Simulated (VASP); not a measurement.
Here is a VASP 6.6.1 calculation.

The input INCAR:

```
PREC = Accurate ; ENCUT = 690
EDIFF = 1E-6 ; ISMEAR = -1
SIGMA = 0.05 ; LREAL = F
LASPH = T ; NELM = 120
ALGO = Normal ; ISIF = 2
LWAVE = F ; LCHARG = T
GGA = CA ; LELF = T
LVHAR = T ; NBANDS = 22
GGA_COMPAT = F
```

File KPOINTS:

```
Automatic mesh
0
Gamma
  14 14 8
```

The input POSCAR:

```
CoMo
1.0
    2.7391149048      0.0000000000      0.0000000000
   -1.3695574524      2.3721430914      0.0000000000
    0.0000000000      0.0000000000      4.2522140935
Co Mo
1 1
Direct
    0.6666666667      0.3333333333      0.5000000000
    0.3333333333      0.6666666667      0.0000000000
```

Potentials or basis: VASP PAW LDA potentials, release 64 (Co_sv, Mo_sv).

Launch:

```sh
$ cat potpaw_LDA.64/Co_sv/POTCAR potpaw_LDA.64/Mo_sv/POTCAR > POTCAR
$ mpirun -np 1 vasp_std > vasp.out
```

(1) What does it give for the band gap on the k mesh?

(2) What does it give for the pressure?

Answers

(1) zero (an odd number of electrons rules out a gap without spin polarisation).

(2) -22.7 GPa.

Caveat: the cell stands under tension; the run has no spin polarisation, though such a crystal can be magnetic.
